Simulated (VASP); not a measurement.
# BeTe (zincblende type) (F-43m) in VASP: further runs, part 3 of 3

VASP 6.6.1. The steps go on from the part before.

### Step 5. Relaxation of cell and atoms, PBE

This run uses another cell than the first one, of 23.27 Å³/atom, 1.280 times its volume.

The input, INCAR:

```
ALGO = Normal
EDIFF = 1E-6
EDIFFG = -0.005
ENCUT = 600
GGA = PE
IBRION = 2
ISIF = 3
ISMEAR = -1
LASPH = T
LCHARG = F
LREAL = F
LWAVE = F
NELM = 80
NSW = 60
PREC = Accurate
SIGMA = 0.1
```

The input, KPOINTS:

```
k-points
0
Gamma
  13 13 13
```

The input, POSCAR:

```
BeTe
1.0
    0.0000000000      2.8548360655      2.8548360655
    2.8548360655      0.0000000000      2.8548360655
    2.8548360655      2.8548360655      0.0000000000
Be Te
1 1
Direct
    0.0000000000      0.0000000000      0.0000000000
    0.2500000000      0.2500000000      0.2500000000
```

Potentials or basis: VASP PAW PBE potentials, release 64 (Be, Te).

Started as:

```
$ cat potpaw_PBE.64/Be/POTCAR potpaw_PBE.64/Te/POTCAR > POTCAR
$ mpirun -np 1 vasp_std > vasp.out
```

OUTCAR:

```text
EDIFF = 1E-6
   EDIFFG = -0.005
   ENCUT = 600
   GGA = PE
   IBRION = 2
   ISIF = 3
   ISMEAR = -1
   LASPH = T
   LREAL = F
   NELM = 80
   NSW = 60
   PREC = Accurate

 ion  position               nearest neighbor table
   1  0.000  0.000  0.000-   2 2.47   2 2.47   2 2.47   2 2.47
   2  0.250  0.250  0.250-   1 2.47   1 2.47   1 2.47   1 2.47

  LATTYP: Found a face centered cubic cell.
 ALAT       =     5.7096721310

  Lattice vectors:

 A1 = (   0.0000000000,   2.8548360655,   2.8548360655)
 A2 = (   2.8548360655,   0.0000000000,   2.8548360655)
 A3 = (   2.8548360655,   2.8548360655,   0.0000000000)

Analysis of symmetry for initial positions (statically):
=====================================================================
 Subroutine PRICEL returns:
 Original cell was already a primitive cell.

 Routine SETGRP: Setting up the symmetry group for a
 face centered cubic supercell.

 Subroutine GETGRP returns: Found 24 space group operations
 (whereof 24 operations were pure point group operations)
 out of a pool of 48 trial point group operations.

The static configuration has the point symmetry T_d .

Analysis of symmetry for dynamics (positions and initial velocities):
=====================================================================
 Subroutine PRICEL returns:
 Original cell was already a primitive cell.

[... 165 lines left out ...]
  external PRESSURE =     -11.8178927 kB  Pullay stress =       0.0000000 kB
[... 59 lines left out ...]
--------------------------------------- Ionic step        3  -------------------------------------------

 number of electron       8.0000000 magnetization

 Free energy of the ion-electron system (eV)
  ---------------------------------------------------
  ext. energy  EPLUGINS =         0.00000000
  ---------------------------------------------------
  free energy    TOTEN  =        -7.62521531 eV

  energy without entropy =       -7.62521387  energy(sigma->0) =       -7.62521459

 E-fermi :   5.9126     XC(G=0):  -8.9806

 val. band max:        4.8843101864   @ k =   0.0000   0.0000   0.0000
 cond. band min:       6.9189786763   @ k =   0.4615   0.4615   0.0000
 fundamental gap:      2.0346684899
 Fermi energy:         5.9126159547

 k-point     1 :       0.0000    0.0000    0.0000
  band No.  band energies     occupation
      1      -7.2886      2.00000
      2       4.8843      1.99993
      3       4.8843      1.99993
      4       4.8843      1.99993
      5       8.5097      0.00000
      6       8.5097      0.00000
      7       8.5097      0.00000
      8       8.5673      0.00000
[... 243 lines left out ...]
 k-point    24 :       0.4615    0.1538    0.0000
  band No.  band energies     occupation
      1      -5.9949      2.00000
      2      -0.0323      2.00000
      3       2.8922      2.00000
      4       3.3331      2.00000
      5       8.3179      0.00000
      6       9.8148      0.00000
      7      10.5211      0.00000
      8      11.7624      0.00000

 [... further k-points ...]

------------------------ aborting loop because EDIFF is reached ----------------------------------------

  FORCE on cell =-STRESS in cart. coord.  units (eV):
  Direction    XX          YY          ZZ          XY          YZ          ZX
  --------------------------------------------------------------------------------------
  -------------------------------------------------------------------------------------
  Total        0.0029973      0.0029973      0.0029973      0.0000000      0.0000000     -0.0000000
  in kB        0.1054949      0.1054949      0.1054949      0.0000000      0.0000000     -0.0000000
  external PRESSURE =       0.1054949 kB  Pullay stress =       0.0000000 kB
[... 17 lines left out ...]
  FREE ENERGIE OF THE ION-ELECTRON SYSTEM (eV)
  ---------------------------------------------------
  free  energy   TOTEN  =        -7.6252153086 eV

  energy  without entropy=       -7.6252138729  energy(sigma->0) =       -7.62521459

 reached required accuracy - stopping structural energy minimisation
```

OSZICAR:

```text
N       E                     dE             d eps       ncg     rms          rms(c)
DAV:   1     0.226988780347E+02    0.22699E+02   -0.35625E+03  1344   0.890E+02
DAV:   2    -0.685310099777E+01   -0.29552E+02   -0.28875E+02  1848   0.105E+02
DAV:   3    -0.771886248844E+01   -0.86576E+00   -0.86556E+00  1760   0.238E+01
[... 21 lines left out ...]
DAV:   2    -0.762525253775E+01    0.13765E-03   -0.31709E-04  1368   0.102E-01    0.317E-02
DAV:   3    -0.762521865141E+01    0.33886E-04   -0.14123E-04  1560   0.601E-02    0.159E-02
DAV:   4    -0.762521675747E+01    0.18939E-05   -0.31322E-06  1504   0.135E-02    0.128E-02
DAV:   5    -0.762521522142E+01    0.15361E-05   -0.19907E-06  1208   0.828E-03    0.199E-03
DAV:   6    -0.762521530858E+01   -0.87163E-07   -0.15017E-07   672   0.295E-03
   3 F= -.76252153E+01 E0= -.76252146E+01  d E =-.380350E-02
```

CONTCAR:

```text
BeTe
   1.00000000000000
     0.0000000000000000    2.8339540777299268    2.8339540777299268
     2.8339540777299268    0.0000000000000000    2.8339540777299268
     2.8339540777299268    2.8339540777299268    0.0000000000000000
  Be              Te
     1     1
Direct
     0.0000000000000000    0.0000000000000000    0.0000000000000000
     0.2500000000000000    0.2500000000000000    0.2500000000000000

  0.00000000E+00  0.00000000E+00  0.00000000E+00
  0.00000000E+00  0.00000000E+00  0.00000000E+00
```

Wall time 46 s (1 thread of Intel Xeon Platinum 8259CL at 2.50GHz (Skylake/Cascade Lake), shared host); peak memory 0.21 GiB.

What came out:

- Free energy: -7.6252 eV
- Relaxed volume: 22.76 Å³/atom
- Relaxed cell: a = 4.008 Å, b = 4.008 Å, c = 4.008 Å, α = 60.00°, β = 60.00°, γ = 60.00°
- Space group after relaxing (to 0.05 Å): F-43m (No. 216)
- Energy gained by relaxing: 1.9 meV/atom
- Ionic steps: 3
- Pressure after relaxing: 0.0 GPa
- Band gap on the k mesh: 2.03 eV, indirect (least direct gap 3.63 eV)

The path:
```tsv
step	energy change (eV)	largest force (eV/Å)	pressure (GPa)	volume (Å³)
1	0.0000	0.0000	-1.18	46.53
2	-0.0037	0.0000	0.16	45.39
3	-0.0038	0.0000	0.01	45.52
```

Final structure:
```yaml
crystal:
  lattice:
    - [0.00000, 2.83395, 2.83395]
    - [2.83395, 0.00000, 2.83395]
    - [2.83395, 2.83395, 0.00000]
  atoms:
    - { symbol: Be, position: [0.00000, 0.00000, 0.00000] }
    - { symbol: Te, position: [0.25000, 0.25000, 0.25000] }
```

Caveat: spin-orbit coupling is left out, which moves the levels of the heavy elements. A k mesh can miss the band edges.

### Step 6. Summary

```csv
task,cell,cutoff (eV),gap on the mesh (eV),pressure (GPa)
single point,"a = 3.718 Å, angles 60.0°, 2 atoms",520,1.41,19.9
single point,"a = 3.867 Å, angles 60.0°, 2 atoms",520,1.76,7.5
single point,"a = 4.005 Å, angles 60.0°, 2 atoms",520,2.03,0.1
relaxation of cell and atoms,"relaxed from a = 4.037 Å, angles 60.0°, 2 atoms",600,2.03,0.0
```

Alike in all rows: level PBE; potentials or basis VASP PAW PBE potentials, release 64 (Be, Te); no spin polarisation; k mesh 13 × 13 × 13; smearing fermi-dirac 0.1 eV.

Caveats: spin-orbit coupling is left out, which moves the levels of the heavy elements.

Total energies depend on the potentials used, so only differences within one code and one set of settings carry meaning.
